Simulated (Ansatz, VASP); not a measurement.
# Li: VASP beside Ansatz

Contents of INCAR:

```
PREC     = Accurate       # precision mode
ENCUT    = 520            # plane-wave cutoff, eV
EDIFF    = 1E-7           # SCF threshold, eV
ISMEAR   = -1             # smearing method
SIGMA    = 0.05           # smearing width, eV
LREAL    = F              # projectors in reciprocal space
LASPH    = T              # aspherical terms in the spheres
NELM     = 80             # most SCF steps
ALGO     = Normal         # electronic algorithm
ISIF     = 2              # what is computed and relaxed
LWAVE    = F              # write WAVECAR
LCHARG   = T              # write CHGCAR
GGA      = PS             # functional
LELF     = T              # ELF
LVHAR    = T            
NBANDS   = 12             # bands
```

KPOINTS

```
Automatic mesh
0
Gamma
  12 12 12
```

File POSCAR:

```
Li
1.0
    1.5039839967      0.8683255653      7.5883000000
   -1.5039839967      0.8683255653      7.5883000000
    0.0000000000     -1.7366511308      7.5883000000
Li
3
Direct
    0.0000000000      0.0000000000      0.0000000000
    0.2220000000      0.2220000000      0.2220000000
    0.7780000000      0.7780000000      0.7780000000
```

Input for Ansatz:

```yaml
crystal:
  lattice:
    - [1.5039839967, 0.8683255653, 7.5883]
    - [-1.5039839967, 0.8683255653, 7.5883]
    - [0.0, -1.7366511308, 7.5883]
  atoms:
    - { symbol: Li, position: [0.0, 0.0, 0.0] }
    - { symbol: Li, position: [0.222, 0.222, 0.222] }
    - { symbol: Li, position: [0.778, 0.778, 0.778] }
kpoints:
  mp_grid: { grid: [12, 12, 12] }
  band_path:
    path:
      - [0.0, 0.0, 0.0]
      - [0.5, 0.5, 0.5]
      - [0.8246039225, 0.1753960775, 0.5]
      - [0.5, -0.1753960775, 0.1753960775]
      - [0.5, 0.0, 0.0]
      - [0.0, 0.0, 0.0]
      - [0.3376980387, -0.3376980387, 0.0]
      - [0.6623019613, 0.0, 0.3376980387]
      - [0.5, 0.0, 0.5]
    npoints: 5
scf:
  occupations: { method: fermi_dirac, width: 0.05 }
hamiltonian:
  xc: pbesol
  pseudopotentials: { kind: all_electron, lapw: { basis_error: 0.001 } }
output:
  forces: true
  stress: true
  eigenvalues: true
```

Change from the starting cell: equal xx and yy strain of -3 %.

Alike in both runs: task single point; functional PBEsol; k mesh 12 × 12 × 12; occupations fermi-dirac, width 0.05 eV; no spin polarisation.

|  | VASP | Ansatz |
| --- | --- | --- |
| version | VASP 6.6.1 | Ansatz 0.2.0 |
| potentials or method | VASP PAW PBE potentials, release 64 (Li_sv), cutoff 520 eV | all-electron LAPW, scalar-relativistic |

|  | VASP | Ansatz | Ansatz less VASP |
| --- | --- | --- | --- |
| rms of the force components (eV/Å) | 0.005 | 0.005 | -0.0001 |

VASP's potentials were made for PBE, not for PBEsol. Atom by atom the forces differ by 0.000 eV/Å (rms over components). Ansatz ran all-electron here, and VASP with PAW potentials.

Noted on VASP's run: the cutoff is under 1.25 times that of the potentials, so the pressure is a little rough.
